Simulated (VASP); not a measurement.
# ScHO2 (R-3m) in VASP: notebook

Runs on ScHO2. Level: PBEsol. Tasks: single point.

Program: VASP 6.6.1. These are calculated values, not measurements. Logs are shortened: lines on timing, memory, paths and dates and some standing lists are left out, and cuts for length are marked.

## 1. The cell of the first run

The structure is trigonal, space group R-3m (No. 166). The conventional cell has a = 3.043 Å, b = 3.043 Å, c = 15.350 Å, α = 90.00°, β = 90.00°, γ = 120.00°. Within 2.8 Å of Sc (site symmetry -3m) lie 6 O at 2.12 Å. H (site symmetry -3m) has 2 O at 1.38 Å within 1.8 Å. O (site symmetry 3m) has 1 H at 1.38 Å within 1.8 Å.

## 2. Single point, PBEsol

The input, INCAR:

```
SYSTEM = ScHO2
PREC = Accurate
ENCUT = 520
EDIFF = 1E-7
ISMEAR = 0
SIGMA = 0.05
LREAL = .False.
LASPH = .True.
NELM = 60
ALGO = Normal
ISIF = 2
LWAVE = .False.
LCHARG = .False.
GGA = PS
NBANDS = 20
```

The input, KPOINTS:

```
regular mesh
0
Gamma
  9 9 9
  0 0 0
```

The input, POSCAR:

```
ScHO2
1.0
    1.5212685338      0.8783047975      5.1165154490
   -1.5212685338      0.8783047975      5.1165154490
    0.0000000000     -1.7566095950      5.1165154490
Sc H O
1 1 2
Direct
    0.0000000000      0.0000000000      0.0000000000
    0.5000000000      0.5000000000      0.5000000000
    0.5897010000      0.5897010000      0.5897010000
    0.4102990000      0.4102990000      0.4102990000
```

Potentials or basis: VASP PAW PBE potentials, release 64 (Sc_sv, H, O).

Run with:

```console
cat potpaw_PBE.64/Sc_sv/POTCAR potpaw_PBE.64/H/POTCAR potpaw_PBE.64/O/POTCAR > POTCAR
mpirun -np 1 vasp_std > vasp.out
```

OUTCAR:

```text
SYSTEM = ScHO2
   PREC = Accurate
   ENCUT = 520
   EDIFF = 1E-7
   ISMEAR = 0
   LREAL = .False.
   LASPH = .True.
   NELM = 60
   ISIF = 2
   GGA = PS

 ion  position               nearest neighbor table
   1  0.000  0.000  0.000-   3 2.12   3 2.12   4 2.12   4 2.12   3 2.12   4 2.12
   2  0.500  0.500  0.500-   3 1.38   4 1.38
   3  0.590  0.590  0.590-   2 1.38   1 2.12   1 2.12   1 2.12
   4  0.410  0.410  0.410-   2 1.38   1 2.12   1 2.12   1 2.12

  LATTYP: Found a trigonal (rhomboedric) cell.
 ALAT       =     5.4096587331
 COS(alpha) =     0.8418380455

  Lattice vectors:

 A1 = (   1.5212685338,   0.8783047975,   5.1165154490)
 A2 = (  -1.5212685338,   0.8783047975,   5.1165154490)
 A3 = (   0.0000000000,  -1.7566095950,   5.1165154490)

Analysis of symmetry for initial positions (statically):
=====================================================================
 Subroutine PRICEL returns:
 Original cell was already a primitive cell.

 Routine SETGRP: Setting up the symmetry group for a
 trigonal (rhombohedral) supercell.

 Subroutine GETGRP returns: Found 12 space group operations
 (whereof 12 operations were pure point group operations)
 out of a pool of 12 trial point group operations.

The static configuration has the point symmetry D_3d.

Analysis of symmetry for dynamics (positions and initial velocities):
=====================================================================
 Subroutine PRICEL returns:
 Original cell was already a primitive cell.

 Routine SETGRP: Setting up the symmetry group for a
 trigonal (rhombohedral) supercell.

 Subroutine GETGRP returns: Found 12 space group operations
 (whereof 12 operations were pure point group operations)
 out of a pool of 12 trial point group operations.

The dynamic configuration has the point symmetry D_3d.

 Subroutine INISYM returns: Found 12 space group operations
 (whereof 12 operations are pure point group operations),
 and found     1 'primitive' translations

----------------------------------------------------------------------------------------

                                     Primitive cell

  volume of cell :      41.0182

  direct lattice vectors                    reciprocal lattice vectors
     1.521268534  0.878304798  5.116515449     0.328673070  0.189759486  0.065148505
    -1.521268534  0.878304798  5.116515449    -0.328673070  0.189759486  0.065148505
     0.000000000 -1.756609595  5.116515449     0.000000000 -0.379518971  0.065148505

  length of vectors
     5.409658733  5.409658733  5.409658733     0.385070094  0.385070094  0.385070094

  position of ions in fractional coordinates (direct lattice)
     0.000000000  0.000000000  0.000000000
     0.500000000  0.500000000  0.500000000
     0.589701000  0.589701000  0.589701000
     0.410299000  0.410299000  0.410299000

  ion indices of the primitive-cell ions
   primitive index   ion index
                 1           1
                 2           2
                 3           3
                 4           4

----------------------------------------------------------------------------------------

 KPOINTS: regular mesh

Automatic generation of k-mesh.
 Grid dimensions read from file:
 generate k-points for:    9    9    9

 Generating k-lattice:

  Cartesian coordinates                     Fractional coordinates (reciprocal lattice)
     0.036519230  0.021084387  0.007238723     0.111111111  0.000000000  0.000000000
    -0.036519230  0.021084387  0.007238723     0.000000000  0.111111111  0.000000000
     0.000000000 -0.042168775  0.007238723     0.000000000  0.000000000  0.111111111

  Length of vectors
     0.042785566  0.042785566  0.042785566

  Shift w.r.t. Gamma in fractional coordinates (k-lattice)
     0.000000000  0.000000000  0.000000000

 Subroutine IBZKPT returns following result:
 ===========================================

 Found     85 irreducible k-points:

 Following reciprocal coordinates:
            Coordinates               Weight
  0.000000  0.000000  0.000000      1.000000
  0.111111 -0.000000 -0.000000      6.000000
  0.222222  0.000000  0.000000      6.000000
  0.333333  0.000000 -0.000000      6.000000
  0.444444  0.000000  0.000000      6.000000
  0.111111  0.111111 -0.000000      6.000000
[... 16 lines left out ...]
 -0.333333  0.333333  0.000000      6.000000
  0.444444  0.444444  0.000000      6.000000
 [... further k-points ...]
   k-points           NKPTS =     85   k-points in BZ     NKDIM =     85   number of bands    NBANDS=     20
   number of dos      NEDOS =    301   number of ions     NIONS =      4
   total plane-waves  NPLWV =  64000
   dimension x,y,z NGX =    40 NGY =   40 NGZ =   40
   dimension x,y,z NGXF=    80 NGYF=   80 NGZF=   80
   ions per type =               1   1   2
   NGX,Y,Z   is equivalent  to a cutoff of  12.29, 12.29, 12.29 a.u.
   NGXF,Y,Z  is equivalent  to a cutoff of  24.59, 24.59, 24.59 a.u.
 SYSTEM =  ScHO2
   PREC   = accura    normal or accurate (medium, high low for compatibility)
   ISTART =      0    job   : 0-new  1-cont  2-samecut
   ICHARG =      2    charge: 1-file 2-atom 10-const
   ISPIN  =      1    spin polarized calculation?
   LNONCOLLINEAR =      F non collinear calculations
   LSORBIT =      F    spin-orbit coupling
   LASPH  =      T    aspherical Exc in radial PAW
   ENCUT  =  520.0 eV  38.22 Ry    6.18 a.u.  10.06 10.06 10.06*2*pi/ulx,y,z
   NELM   =     60;   NELMIN=  2; NELMDL= -5     # of ELM steps
   EDIFF  = 0.1E-06   stopping-criterion for ELM
   LREAL  =      F    real-space projection
   EDIFFG = 0.1E-05   stopping-criterion for IOM
   NSW    =      0    number of steps for IOM
   IBRION =     -1    ionic relax: 0-MD 1-quasi-New 2-CG
   NFREE  =      0    steps in history (QN), initial steepest desc. (CG)
   ISIF   =      2    stress and relaxation
   ISYM   =      2    0-nonsym 1-usesym 2-fastsym
   POTIM  = 0.5000    time-step for ionic-motion
   TEBEG  =    0.0;   TEEND  =   0.0 temperature during run
   PSTRESS=    0.0 pullay stress
   NELECT =      24.0000    total number of electrons
   NUPDOWN=      -1.0000    fix difference up-down
   EMIN   =  10.00;   EMAX   =-10.00  energy-range for DOS
   EFERMI =   0.00;   METHOD = LEGACY
   ISMEAR =     0;   SIGMA  =   0.05  broadening in eV -4-tet -1-fermi 0-gaus
   EFERMI_NEDOS =   21; number of points for ismear=-14 and -15
   IALGO  =     38    algorithm
   IMIX   =      4    mixing-type and parameters
     AMIX     =   0.40;   BMIX     =  1.00
     AMIX_MAG =   1.60;   BMIX_MAG =  1.00
  volume/ion in A,a.u.               =      10.25        69.20
  Fermi-wavevector in a.u.,A,eV,Ry     =   1.369261  2.587529 25.509246  1.874877
  Thomas-Fermi vector in A             =   2.495152
   LORBIT       =      0    0 simple, 1 ext, 2 COOP (PROOUT), +10 PAW based schemes
   GGA     = PS    functional components
   LHFCALC =     F    Hartree Fock is set to
   AEXX    =    0.0000 exact exchange contribution
   IVDW    =     0    specifies the selected vdW correction
   LEPSILON=     F    determine dielectric tensor
   LRPA    =     F    only Hartree local field effects (RPA)
 non-spin polarized calculation
 Gauss-broadening in eV      SIGMA  =   0.05
  energy-cutoff  :      520.00
  volume of cell :       41.02
 maximum number of plane-waves:      1129
   NGX = 21   NGY = 21   NGZ = 21

 number of electron      23.9999995 magnetization

 Free energy of the ion-electron system (eV)
  ---------------------------------------------------
  ext. energy  EPLUGINS =         0.00000000
  ---------------------------------------------------
  free energy    TOTEN  =       -30.02991009 eV

  energy without entropy =      -30.02991009  energy(sigma->0) =      -30.02991009

 E-fermi :   1.4671     XC(G=0): -10.4287

 val. band max:        1.0878630858   @ k =   0.4444   0.4444   0.4444
 cond. band min:       4.4613360449   @ k =   0.4444   0.4444   0.0000
 fundamental gap:      3.3734729591
 Fermi energy:         1.4671381740

 k-point     1 :       0.0000    0.0000    0.0000
  band No.  band energies     occupation
      1     -45.8960      2.00000
      2     -24.7583      2.00000
      3     -24.3486      2.00000
      4     -24.3486      2.00000
      5     -15.9523      2.00000
      6     -14.3619      2.00000
[... 12 lines left out ...]
     19      11.8095      0.00000
     20      12.7844      0.00000

 k-point     2 :       0.1111   -0.0000   -0.0000
  band No.  band energies     occupation
      1     -45.8827      2.00000
      2     -24.7281      2.00000
      3     -24.4596      2.00000
      4     -24.3677      2.00000
      5     -15.8164      2.00000
      6     -14.4202      2.00000
[... 12 lines left out ...]
     19      12.5239      0.00000
     20      12.8995      0.00000

 k-point     3 :       0.2222    0.0000    0.0000
  band No.  band energies     occupation
      1     -45.8489      2.00000
      2     -24.7374      2.00000
      3     -24.6411      2.00000
      4     -24.4158      2.00000
      5     -15.4800      2.00000
      6     -14.5693      2.00000
[... 12 lines left out ...]
     19      13.2365      0.00000
     20      13.8029      0.00000

 k-point     4 :       0.3333    0.0000   -0.0000
  band No.  band energies     occupation
      1     -45.8101      2.00000
      2     -25.0215      2.00000
      3     -24.5527      2.00000
      4     -24.4698      2.00000
      5     -15.1121      2.00000
      6     -14.7334      2.00000
[... 12 lines left out ...]
     19      13.1730      0.00000
     20      13.6764      0.00000

 k-point     5 :       0.4444    0.0000    0.0000
  band No.  band energies     occupation
      1     -45.7846      2.00000
      2     -25.2006      2.00000
      3     -24.5047      2.00000
      4     -24.4909      2.00000
      5     -14.9433      2.00000
      6     -14.7716      2.00000
[... 12 lines left out ...]
     19      12.2068      0.00000
     20      13.7714      0.00000
[... 353 lines left out ...]
      6     -14.3602      2.00000
[... 12 lines left out ...]
     19      12.3587      0.00000
     20      13.4154      0.00000

 k-point    22 :      -0.4444    0.3333   -0.0000
  band No.  band energies     occupation
      1     -45.7735      2.00000
      2     -25.0784      2.00000
      3     -24.7382      2.00000
      4     -24.4678      2.00000
      5     -15.1959      2.00000
      6     -14.3938      2.00000
[... 12 lines left out ...]
     19      12.3502      0.00000
     20      14.2732      0.00000

 k-point    23 :      -0.3333    0.3333    0.0000
  band No.  band energies     occupation
      1     -45.7667      2.00000
      2     -24.9404      2.00000
      3     -24.9387      2.00000
      4     -24.4537      2.00000
      5     -15.0416      2.00000
      6     -14.5179      2.00000
[... 12 lines left out ...]
     19      12.7945      0.00000
     20      13.2644      0.00000

 k-point    24 :       0.4444    0.4444    0.0000
  band No.  band energies     occupation
      1     -45.7846      2.00000
      2     -25.1978      2.00000
      3     -24.5048      2.00000
      4     -24.4912      2.00000
      5     -15.4264      2.00000
      6     -14.2201      2.00000
[... 12 lines left out ...]
     19      11.7681      0.00000
     20      12.9600      0.00000

 [... further k-points ...]
[... 5 lines left out ...]
  --------------------------------------------------------------------------------------
  -------------------------------------------------------------------------------------
  Total        2.7917216      2.7917216    -10.4216270     -0.0000000      0.0000000     -0.0000000
  in kB      109.0450636    109.0450636   -407.0703117     -0.0000000      0.0000000     -0.0000000
  external PRESSURE =     -62.9933948 kB  Pullay stress =       0.0000000 kB

 VOLUME and BASIS-vectors are now :
 -----------------------------------------------------------------------------
  energy-cutoff  :      520.00
  volume of cell :       41.02
      direct lattice vectors                 reciprocal lattice vectors
     1.521268534  0.878304798  5.116515449     0.328673070  0.189759486  0.065148505
    -1.521268534  0.878304798  5.116515449    -0.328673070  0.189759486  0.065148505
     0.000000000 -1.756609595  5.116515449     0.000000000 -0.379518971  0.065148505

 POSITION                                       TOTAL-FORCE (eV/Angst)
 -----------------------------------------------------------------------------------
      0.00000      0.00000      0.00000         0.000000     -0.000000     -0.000000
      0.00000      0.00000      7.67477         0.000000     -0.000000     -0.000000
      0.00000      0.00000      9.05164         0.000000     -0.000000     -0.886468
      0.00000      0.00000      6.29790         0.000000      0.000000      0.886468
 -----------------------------------------------------------------------------------
    total drift:                                0.000000      0.000000     -0.000000

  FREE ENERGIE OF THE ION-ELECTRON SYSTEM (eV)
  ---------------------------------------------------
  free  energy   TOTEN  =       -30.0299100898 eV

  energy  without entropy=      -30.0299100898  energy(sigma->0) =      -30.02991009
```

Wall time 2.4 min (1 thread of Intel Xeon Platinum 8259CL at 2.50GHz (Skylake/Cascade Lake), shared host); peak memory 0.27 GiB.

What came out:

- Free energy: -30.0299 eV
- Pressure: -6.3 GPa
- Largest force: 0.886 eV/Å
- Band gap on the k mesh: 3.37 eV (least direct gap 4.10 eV)

Forces on the atoms (eV/Å):
```
Sc   0.000  0.000  0.000
H    0.000  0.000  0.000
O    0.000  0.000 -0.886
O    0.000  0.000  0.886
```

Stress tensor (GPa, compression positive):
```
 10.90   0.00   0.00
  0.00  10.90   0.00
  0.00   0.00 -40.71
```

Levels at points of the mesh, in eV from the valence-band top:
```tsv
k point	band 8	band 9	band 10	band 11	band 12	band 13	band 14	band 15	band 16	band 17
(0.00, 0.00, 0.00)	-1.85	-1.85	-0.76	-0.17	-0.17	3.93	4.91	4.91	5.95	7.63
```

Caveat: the cell stands under tension; the PAW data sets were made with another functional, which shifts forces and pressure a little; an odd mesh through Γ misses points on the zone boundary, where band edges can lie.

(Continued in part 2 of 3.)
